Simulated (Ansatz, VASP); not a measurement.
# W: VASP beside Ansatz

Contents of INCAR:

```
SYSTEM = W
  ALGO = Normal
  EDIFF = 1E-8
  ENCUT = 520
  GGA = PE
  ISIF = 2
  ISMEAR = -1
  LASPH = .True.
  LCHARG = .False.
  LEFG = .True.
  LREAL = .False.
  LWAVE = .False.
  NBANDS = 13
  NELM = 80
  PREC = Accurate
  SIGMA = 0.08
```

Contents of KPOINTS:

```
k-points
0
Gamma
  14 14 14
  0 0 0
```

Contents of POSCAR:

```
W
1.0
   -1.5865795428      1.5865795428      1.5865795428
    1.5865795428     -1.5865795428      1.5865795428
    1.5865795428      1.5865795428     -1.5865795428
W
1
Direct
    0.0000000000      0.0000000000      0.0000000000
```

Input for Ansatz:

```yaml
crystal:
  lattice:
    - [-1.5865795428, 1.5865795428, 1.5865795428]
    - [1.5865795428, -1.5865795428, 1.5865795428]
    - [1.5865795428, 1.5865795428, -1.5865795428]
  atoms:
    - { symbol: W, position: [0.0, 0.0, 0.0] }
kpoints:
  mp_grid: { grid: [14, 14, 14] }
scf:
  occupations: { method: fermi_dirac, width: 0.08 }
hamiltonian:
  xc: pbe
  pseudopotentials: { kind: paw }
output:
  forces: true
  stress: true
  eigenvalues: true
  efg: { contact_densities: true }
```

Change from the starting cell: volume scaled by 0.98, PAW files.

Alike in both runs: task electric field gradients; functional PBE; k mesh 14 × 14 × 14; occupations fermi-dirac, width 0.08 eV; no spin polarisation.

```csv
,VASP,Ansatz
version,VASP 6.6.1,Ansatz 0.2.0
potentials or method,"VASP PAW PBE potentials, release 64 (W_sv)","PAW with Ansatz's default frozen-core files, scalar-relativistic"
plane-wave cutoff (eV),520,420
valence electrons in the cell,14,14
```

```csv
,VASP,Ansatz,Ansatz less VASP
pressure (GPa),3.9,3.3,-0.55
```

The functional is the same, so the differences come from potentials, cutoffs and numerics.

Spin-orbit coupling is off throughout.
